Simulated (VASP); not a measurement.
# O in VASP: further runs, part 2 of 2

VASP 6.6.1. Earlier steps stand in the parts before.

## Step 3: Single point, PBE+D3(BJ), collinear spin, ferromagnetic start

INCAR reads:

```
SYSTEM = O
ALGO     = Normal         ! electronic algorithm
EDIFF    = 1E-7           ! SCF threshold, eV
ENCUT    = 520            ! plane-wave cutoff, eV
GGA      = PE             ! functional
ISIF     = 2              ! what is computed and relaxed
ISMEAR   = -1             ! smearing method
ISPIN    = 2              ! spin polarisation
IVDW     = 12             ! dispersion correction
LASPH    = .TRUE.         ! aspherical terms in the spheres
LCHARG   = .FALSE.        ! write CHGCAR
LORBIT   = 11             ! projections on sites
LREAL    = Auto         
LWAVE    = .FALSE.        ! write WAVECAR
MAGMOM   = 1 1 1 1 1 1 1 1 1 1 1 1 1 1 1 1 1 1 1 1 1 1 1 1 ! initial moments
NBANDS   = 94             ! bands
NELM     = 150            ! most SCF steps
PREC     = Accurate       ! precision mode
SIGMA    = 0.05           ! smearing width, eV
```

KPOINTS reads:

```
k-points
0
G
  1 1 1
  0 0 0
```

POSCAR reads:

```
O
1.0
    8.2621490000      0.0000000000      0.0000000000
    0.0000000000      8.2621490000      0.0000000000
    0.0000000000      0.0000000000      8.2621490000
O
24
Direct
   -0.1242170772      0.9433865209      0.1985076764
    0.0021422998      0.8836805049      0.1530715556
    0.6773419361      0.3049206689      0.5684961624
    0.7873133249      0.2567854925      0.6517190624
    0.5920009431      0.8913056397      0.5400410958
    0.5574699754      0.9570028330      0.4105227345
    0.2215767351      0.5561022925      0.7022749166
    0.1739620043      0.4777691615      0.5863002471
    0.9323966440      0.7123812461      0.5088627668
    0.8148727407      0.6435976887      0.4520131506
    0.3482023866      0.6441302378      0.3353122777
    0.4518800133      0.6828852881      0.2429513193
    0.5703963944      0.3981167611      0.1641340528
    0.7156854712      0.3655223357      0.1266861685
    0.4164049813      0.2763203617      0.9010609709
    0.2948869598      0.2066290501      0.8717102536
    0.1230188417      0.3804458138      0.1078290890
    0.0393118062      0.4361214013      0.0008472372
    0.6358273132     -0.0213503775     -0.0194380421
    0.4944597344     -0.0515241253     -0.0531338759
    0.2846111829      0.1408713399      0.5166573491
    0.2367301776      0.1052147571      0.3827333542
    0.6933305124      0.5622024004      0.8248822431
    0.5633885325      0.5962250257      0.7732249806
```

Potentials or basis: VASP PAW PBE potentials, release 64 (O).

Launch:

```
cat potpaw_PBE.64/O/POTCAR > POTCAR
mpirun -np 1 vasp_gam > vasp.out
```

OUTCAR:

```text
SYSTEM = O
   EDIFF = 1E-7
   ENCUT = 520
   GGA = PE
   ISIF = 2
   ISMEAR = -1
   ISPIN = 2
   IVDW = 12
   LASPH = .TRUE.
   LORBIT = 11
   LREAL = Auto
   NELM = 150
   PREC = Accurate
 IVDW          = 12

 ion  position               nearest neighbor table
   1  0.876  0.943  0.199-   2 1.21
   2  0.002  0.884  0.153-   1 1.21
   3  0.677  0.305  0.568-   4 1.21
   4  0.787  0.257  0.652-   3 1.21
   5  0.592  0.891  0.540-   6 1.23
[... 449 lines left out ...]
      7.23585      7.79440      1.64010        -1.116242      0.605484      0.553630
      0.01770      7.30110      1.26470         1.279934     -0.605991     -0.472398
      5.59630      2.51930      4.69700        -1.559092      0.625705     -1.214743
      6.50490      2.12160      5.38460         1.590314     -0.744653      1.152797
      4.89120      7.36410      4.46190        -0.051463      0.119611      0.014924
      4.60590      7.90690      3.39180         0.150172      0.042077      0.071096
[... 16 lines left out ...]
      5.72840      4.64500      6.81530         3.378012     -0.787736      1.349969
      4.65480      4.92610      6.38850        -3.353457      0.945377     -1.316628
 -----------------------------------------------------------------------------------
    total drift:                                0.005085      0.008982      0.011593

  FREE ENERGIE OF THE ION-ELECTRON SYSTEM (eV)
  ---------------------------------------------------
  free  energy   TOTEN  =      -118.6894001627 eV

  energy  without entropy=     -118.6893974265  energy(sigma->0) =     -118.68939879

 total charge

# of ion       s       p       d       tot
------------------------------------------
    1        1.613   3.306   0.000   4.918
    2        1.612   3.305   0.000   4.916
    3        1.612   3.318   0.000   4.930
    4        1.612   3.315   0.000   4.927
    5        1.612   3.279   0.000   4.891
    6        1.612   3.278   0.000   4.891
[... 16 lines left out ...]
   23        1.613   3.348   0.000   4.961
   24        1.614   3.345   0.000   4.959
--------------------------------------------------
tot         38.702  79.353   0.000 118.055

 magnetization (x)

# of ion       s       p       d       tot
------------------------------------------
    1        0.011   0.799   0.000   0.810
    2        0.010   0.797   0.000   0.807
    3        0.010   0.795   0.000   0.805
    4        0.010   0.798   0.000   0.808
    5        0.010   0.798   0.000   0.808
    6        0.010   0.805   0.000   0.815
[... 16 lines left out ...]
   23        0.010   0.790   0.000   0.800
   24        0.011   0.796   0.000   0.807
--------------------------------------------------
tot          0.251  19.162   0.000  19.413
```

OSZICAR:

```text
N       E                     dE             d eps       ncg     rms          rms(c)
DAV:   1     0.145076927723E+04    0.14508E+04   -0.81075E+04   392   0.142E+03
DAV:   2     0.370312767020E+02   -0.14137E+04   -0.13624E+04   504   0.350E+02
DAV:   3    -0.113962812540E+03   -0.15099E+03   -0.14312E+03   416   0.121E+02
DAV:   4    -0.117230427128E+03   -0.32676E+01   -0.32616E+01   472   0.187E+01
DAV:   5    -0.117294682575E+03   -0.64255E-01   -0.64201E-01   496   0.255E+00    0.226E+01
DAV:   6    -0.117285340381E+03    0.93422E-02   -0.14089E+01   416   0.148E+01    0.105E+01
DAV:   7    -0.117932933923E+03   -0.64759E+00   -0.25313E+00   400   0.683E+00    0.513E+00
DAV:   8    -0.117881832512E+03    0.51101E-01   -0.81154E-01   408   0.346E+00    0.155E+00
DAV:   9    -0.117910880104E+03   -0.29048E-01   -0.82264E-02   424   0.120E+00    0.723E-01
DAV:  10    -0.117914046377E+03   -0.31663E-02   -0.93240E-03   408   0.433E-01    0.183E-01
DAV:  11    -0.117914344811E+03   -0.29843E-03   -0.90281E-04   400   0.145E-01    0.684E-02
DAV:  12    -0.117914373608E+03   -0.28798E-04   -0.20527E-04   448   0.635E-02    0.305E-02
DAV:  13    -0.117914364628E+03    0.89808E-05   -0.42356E-05   416   0.341E-02    0.151E-02
DAV:  14    -0.117914363057E+03    0.15706E-05   -0.99151E-06   408   0.160E-02    0.831E-03
DAV:  15    -0.117914359997E+03    0.30597E-05   -0.47677E-06   400   0.129E-02    0.461E-03
DAV:  16    -0.117914357602E+03    0.23948E-05   -0.29623E-06   416   0.126E-02    0.259E-03
DAV:  17    -0.117914357363E+03    0.23927E-06   -0.16593E-06   432   0.617E-03    0.171E-03
DAV:  18    -0.117914357291E+03    0.72245E-07   -0.19481E-07   272   0.275E-03
   1 F= -.11868940E+03 E0= -.11868940E+03  d E =-.273627E-05  mag=    24.0000
```

Run time: 2.9 min. Hardware: 1 thread of Intel Xeon Platinum 8488C (Sapphire Rapids), shared host; peak memory 0.72 GiB.

Results:

```yaml
Free_energy: -118.6894 eV
Pressure: 2.4 GPa
Largest_force: 4.383 eV/Å
Band_gap_on_the_k_mesh: 1.37 eV
Net_moment: 24.00 μB per cell
Site_moments: O +0.81, +0.80, +0.82 μB
Valence_electrons_inside_the_program's_atomic_spheres: O 4.92, 4.93, 4.89, 4.91, 4.96, 4.84, 4.97, 4.90
Dispersion_energy_per_atom: -0.032 eV
```

Forces on the atoms (eV/Å):
```
O   -1.116  0.605  0.554
O    1.280 -0.606 -0.472
O   -1.559  0.626 -1.215
O    1.590 -0.745  1.153
O   -0.051  0.120  0.015
O    0.150  0.042  0.071
O    0.231  0.486  0.635
O   -0.277 -0.510 -0.604
O    0.763  0.563  0.389
O   -0.736 -0.577 -0.441
O   -2.549 -0.932  2.220
O    2.408  1.076 -2.301
O    2.296 -0.661 -0.452
O   -2.124  0.422  0.635
O    3.591  2.087  0.743
O   -3.722 -2.095 -0.984
O    0.819 -0.526  1.243
O   -0.894  0.621 -1.117
O    0.411  0.074  0.029
O   -0.415 -0.247 -0.091
O    0.485  0.389  1.503
O   -0.604 -0.368 -1.546
O    3.378 -0.788  1.350
O   -3.353  0.945 -1.317
```

Levels at points of the mesh, in eV from the valence-band top:
Spin up:
```tsv
k point	band 80	band 81	band 82	band 83	band 84	band 85	band 86	band 87	band 88
(0.00, 0.00, 0.00)	-0.15	-0.11	-0.08	-0.05	0.00	5.86	6.83	6.88	7.24
```
Spin down:
| k point | band 56 | band 57 | band 58 | band 59 | band 60 | band 61 | band 62 | band 63 | band 64 | band 65 |
| --- | --- | --- | --- | --- | --- | --- | --- | --- | --- | --- |
| (0.00, 0.00, 0.00) | -4.80 | -4.74 | -4.66 | -4.58 | -4.55 | 1.37 | 1.42 | 1.52 | 1.59 | 1.62 |

Caveat: the k points lie up to 0.76 Å⁻¹ apart; the standard files for N, O and F lose accuracy on very short bonds.

## Step 4: Single point, PBE+D3(BJ), collinear spin, ferromagnetic start

INCAR reads:

```
ALGO = Normal
EDIFF = 1E-7
ENCUT = 520
GGA = PE
ISIF = 2
ISMEAR = -1
ISPIN = 2
IVDW = 12
LASPH = True
LCHARG = False
LORBIT = 11
LREAL = Auto
LWAVE = False
MAGMOM = 1 1 1 1 1 1 1 1 1 1 1 1 1 1 1 1 1 1 1 1 1 1 1 1
NBANDS = 94
NELM = 150
PREC = Accurate
SIGMA = 0.05
```

KPOINTS reads:

```
k-points
0
Gamma
  1 1 1
```

POSCAR reads:

```
O
1.0
    8.2621490000      0.0000000000      0.0000000000
    0.0000000000      8.2621490000      0.0000000000
    0.0000000000      0.0000000000      8.2621490000
O
24
Direct
   -0.1112664514      0.9983843187      0.1961475156
   -0.0674037711      0.8653438712      0.1515223219
    0.6953759851      0.3127757681      0.5750319923
    0.7965240036      0.2503827999      0.6594652311
    0.5756008515      0.9225081755      0.5514182811
    0.5582930059      0.9781353495      0.4145531629
    0.2231017620      0.5235320738      0.7041267351
    0.1550444079      0.4980302340      0.5742452720
    0.9342121523      0.7309720510      0.4508270185
    0.8522237979      0.6183500201      0.4036964233
    0.2973197409      0.6786975156      0.3395484637
    0.4369323284      0.6690390115      0.2925994194
    0.5967454714      0.3775046904      0.1384990757
    0.7445278462      0.3913993805      0.1683823422
    0.3697343149      0.3103429870      0.8952150342
    0.2732945145      0.2045351639      0.8474308561
    0.0620056598      0.3507077880      0.1092330821
    0.0378715029      0.4679291066      0.0297501292
    0.6567661755     -0.0592702940     -0.0643537172
    0.5206998809     -0.0557966214     -0.0107478091
    0.2516052422      0.1034113522      0.4947502157
    0.2173526524      0.1378575961      0.3565900349
    0.7151529221      0.5813136510      0.8256447566
    0.5744631330      0.5832865033      0.7795429494
```

Launch:

```
cat potpaw_PBE.64/O/POTCAR > POTCAR
mpirun -np 1 vasp_gam > vasp.out
```

Wall time 2.8 min (1 thread of Intel Xeon Platinum 8488C (Sapphire Rapids), shared host); peak memory 0.72 GiB.

It converged, with:

```
Free energy                                           : -118.8887 eV
Pressure                                              : 1.7 GPa
Largest force                                         : 3.951 eV/Å
Band gap on the k mesh                                : 1.45 eV
Net moment                                            : 24.00 μB per cell
Site moments                                          : O +0.81, +0.82, +0.80 μB
Valence electrons inside the program's atomic spheres : O 4.92, 4.93, 4.89, 4.90, 4.91, 4.86, 4.87, 4.96
Dispersion energy per atom                            : -0.032 eV
```

Forces on the atoms (eV/Å):
```
O   -0.377  1.290  0.449
O    0.470 -1.180 -0.585
O   -1.571  0.908 -1.353
O    1.614 -1.012  1.310
O    0.055 -0.106  0.257
O    0.101  0.113 -0.256
O    0.010  0.229  0.083
O   -0.152 -0.226 -0.103
O    0.676  1.052  0.601
O   -0.742 -1.003 -0.377
O   -0.919  0.166  0.193
O    0.961 -0.110 -0.361
O    1.200  0.074  0.282
O   -1.429 -0.199 -0.166
O   -0.564 -0.906 -0.234
O    0.639  0.629  0.313
O    0.758 -3.153  2.168
O   -0.561  3.239 -2.192
O    1.735 -0.016 -0.778
O   -1.826  0.048  0.722
O    0.303 -0.387  1.713
O   -0.411  0.418 -1.698
O    0.696  0.014  0.217
O   -0.665  0.118 -0.205
```

Stress tensor (GPa, compression positive):
```
 1.58 -0.69  0.29
-0.69  1.80 -0.90
 0.29 -0.90  1.85
```

Levels at points of the mesh, in eV from the valence-band top:
Spin up:
| k point | band 82 | band 83 | band 84 | band 85 | band 86 | band 87 |
| --- | --- | --- | --- | --- | --- | --- |
| (0.00, 0.00, 0.00) | -0.13 | -0.03 | 0.00 | 5.91 | 6.77 | 7.09 |
Spin down:
```tsv
k point	band 57	band 58	band 59	band 60	band 61	band 62	band 63	band 64
(0.00, 0.00, 0.00)	-4.70	-4.66	-4.60	-4.48	1.45	1.51	1.53	1.60
```

Caveat: the k points lie up to 0.76 Å⁻¹ apart; the standard files for N, O and F lose accuracy on very short bonds.

## Step 5: Single point, PBE+D3(BJ), collinear spin, ferromagnetic start

INCAR reads:

```
PREC     = Accurate       # precision mode
ENCUT    = 520            # plane-wave cutoff, eV
EDIFF    = 1E-6           # SCF threshold, eV
ISMEAR   = -1             # smearing method
SIGMA    = 0.05           # smearing width, eV
LREAL    = Auto         
LASPH    = T              # aspherical terms in the spheres
NELM     = 150            # most SCF steps
ALGO     = Normal         # electronic algorithm
ISIF     = 2              # what is computed and relaxed
LWAVE    = F              # write WAVECAR
LCHARG   = T              # write CHGCAR
ISPIN    = 2              # spin polarisation
MAGMOM   = 1 1 1 1 1 1 1 1 1 1 1 1 1 1 1 1 1 1 1 1 1 1 1 1 # initial moments
LORBIT   = 11             # projections on sites
GGA      = PE             # functional
IVDW     = 12             # dispersion correction
LELF     = T              # ELF
LVHAR    = T            
NBANDS   = 94             # bands
```

KPOINTS reads:

```
Automatic mesh
0
Gamma
  1 1 1
```

POSCAR reads:

```
O
1.0
    8.2621490000      0.0000000000      0.0000000000
    0.0000000000      8.2621490000      0.0000000000
    0.0000000000      0.0000000000      8.2621490000
O
24
Direct
   -0.1128277885      1.0207997943      0.1557948180
   -0.0595002583      0.8817802729      0.1439213938
    0.6885133638      0.3355180353      0.5656276593
    0.7848926472      0.2757151923      0.6599977802
    0.5703842911      0.9656567559      0.5651435238
    0.6478338747      0.9995583474      0.4460945935
    0.1638193647      0.5308183137      0.6962232223
    0.1268072023      0.5006324626      0.5543957147
    0.9379157892      0.7330054203      0.4329261068
    0.8544387181      0.6178416778      0.3936385074
    0.3215507249      0.7144267188      0.3256658770
    0.4434802616      0.6777413479      0.2530818556
    0.5867480724      0.3962528393      0.1646544985
    0.7172104981      0.3288127580      0.1825069967
    0.3701942437      0.3142160714      0.8792385613
    0.2625103953      0.2199790878      0.8575492889
    0.0586167110      0.3898138366      0.1069818518
    0.0166179525      0.4897515162      0.0062090384
    0.6372192029     -0.0355839625     -0.1264077905
    0.5691739522     -0.0295685783      0.0011135118
    0.2018119015      0.0748110449      0.4700229928
    0.2455414445      0.1557343011      0.3571709975
    0.7176341167      0.5774526700      0.8148485340
    0.6069123178      0.6182531930      0.7336468999
```

Launch:

```
cat potpaw_PBE.64/O/POTCAR > POTCAR
mpirun -np 1 vasp_gam > vasp.out
```

Wall time 2.5 min (1 thread of Intel Xeon Platinum 8488C (Sapphire Rapids), shared host); peak memory 0.72 GiB.

It converged, with:

```yaml
Free_energy: -118.7871 eV
Pressure: 2.6 GPa
Largest_force: 4.328 eV/Å
Band_gap_on_the_k_mesh: 1.50 eV
Net_moment: 24.00 μB per cell
Site_moments: O +0.81, +0.82, +0.80 μB
Valence_electrons_inside_the_program's_atomic_spheres: O 4.89, 4.91, 4.93, 4.92, 4.95, 4.90, 4.97
Dispersion_energy_per_atom: -0.032 eV
```

Forces on the atoms (eV/Å):
```
O    0.130 -0.072  0.017
O    0.001  0.141 -0.204
O   -0.644  0.306 -0.683
O    0.729 -0.519  0.595
O   -1.194 -0.511  1.508
O    1.115  0.434 -1.806
O   -0.058  0.055 -0.313
O    0.229 -0.182  0.326
O    0.445  0.855  0.399
O   -0.633 -0.729 -0.328
O   -1.465  0.479  0.849
O    1.406 -0.324 -0.838
O   -0.655  0.255 -0.102
O    0.655 -0.374  0.076
O    2.328  1.931  0.470
O   -2.242 -2.066 -0.486
O    0.255 -0.479  0.564
O   -0.239  0.522 -0.423
O    1.516 -0.099 -2.544
O   -1.556  0.120  2.790
O   -0.765 -1.347  1.898
O    0.745  1.353 -1.899
O    3.276 -1.088  2.484
O   -3.379  1.340 -2.348
```

Stress tensor (GPa, compression positive):
```
 2.95 -0.05 -0.14
-0.05  1.70 -0.69
-0.14 -0.69  3.05
```

Levels at points of the mesh, in eV from the valence-band top:
Spin up:
```tsv
k point	band 82	band 83	band 84	band 85	band 86	band 87
(0.00, 0.00, 0.00)	-0.11	-0.09	0.00	5.86	6.75	7.03
```
Spin down:
| k point | band 58 | band 59 | band 60 | band 61 | band 62 | band 63 |
| --- | --- | --- | --- | --- | --- | --- |
| (0.00, 0.00, 0.00) | -4.76 | -4.69 | -4.54 | 1.50 | 1.55 | 1.57 |

Caveat: the k points lie up to 0.76 Å⁻¹ apart; the standard files for N, O and F lose accuracy on very short bonds.
